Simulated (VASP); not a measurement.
Here is a VASP 6.6.1 calculation.

INCAR

```
SYSTEM = Rb7Cl8
ALGO = Normal ; EDIFF = 1E-7
ENCUT = 520 ; GGA = PE
ISIF = 2 ; ISMEAR = -1
LASPH = .True. ; LCHARG = .True.
LELF = .True. ; LREAL = Auto
LVHAR = .True. ; LWAVE = .False.
NBANDS = 72 ; NELM = 80
PREC = Accurate ; SIGMA = 0.05
```

File KPOINTS:

```
k-points
0
Gamma
  1 1 1
  0 0 0
```

File POSCAR:

```
Rb7Cl8
1.0
    0.0000000000      6.7126200000      6.7126200000
    6.7126200000      0.0000000000      6.7126200000
    6.7126200000      6.7126200000      0.0000000000
Rb Cl
7 8
Direct
    0.0761103712     -0.1036257080     -0.0637604989
   -0.0500251765      0.4170800671      0.1746114036
   -0.0644308780      0.7936841353      0.5747830206
    0.4836636068      0.0100035456      0.0642148669
    0.4172066943      0.1035884647      0.4154935033
    0.6513850032      0.3667718417     -0.0589784615
    0.4851533380      0.4014751319      0.5409437746
    0.3109441619      0.3605671109      0.0691160828
    0.1863355888      0.2596005732      0.8014456352
    0.5182477185      0.6081232067      0.1306941254
    0.2466399111      0.8673513472      0.5555952817
    0.7407688801      0.2147149697      0.2656041903
    0.7924327610      0.0924229288      0.7371786277
    0.7386460130      0.7857215216      0.2935292032
    0.4682374393      0.8380781275      0.7917176900
```

Potentials or basis: VASP PAW PBE potentials, release 64 (Rb_sv, Cl).

Launch:

```sh
$ cat potpaw_PBE.64/Rb_sv/POTCAR potpaw_PBE.64/Cl/POTCAR > POTCAR
$ mpirun -np 1 vasp_gam > vasp.out
```

Problem. What does it give for the largest force?

Solution. 1.202 eV/Å.

Problem. Predict the pressure.

Solution. 1.3 GPa.

Forces in eV/Å, atoms in the order of the input:
```
Rb   0.116 -0.006 -0.016
Rb   0.357 -0.347 -0.046
Rb   0.135 -0.250 -0.008
Rb  -0.905  0.023 -0.792
Rb   0.494  0.287  0.518
Rb  -0.566 -0.042  0.957
Rb   0.402  0.185  0.226
Cl   0.583 -0.220  0.111
Cl   0.206 -0.365 -0.164
Cl   0.354 -0.109  0.260
Cl  -0.553 -0.225 -1.017
Cl  -0.240  0.508 -0.413
Cl   0.134 -0.189  0.113
Cl  -0.325  0.199  0.143
Cl  -0.193  0.551  0.128
```

Caveat: the k points lie up to 0.81 Å⁻¹ apart; an odd number of electrons without spin polarisation forces a metal; a magnetic or distorted state may lie lower.
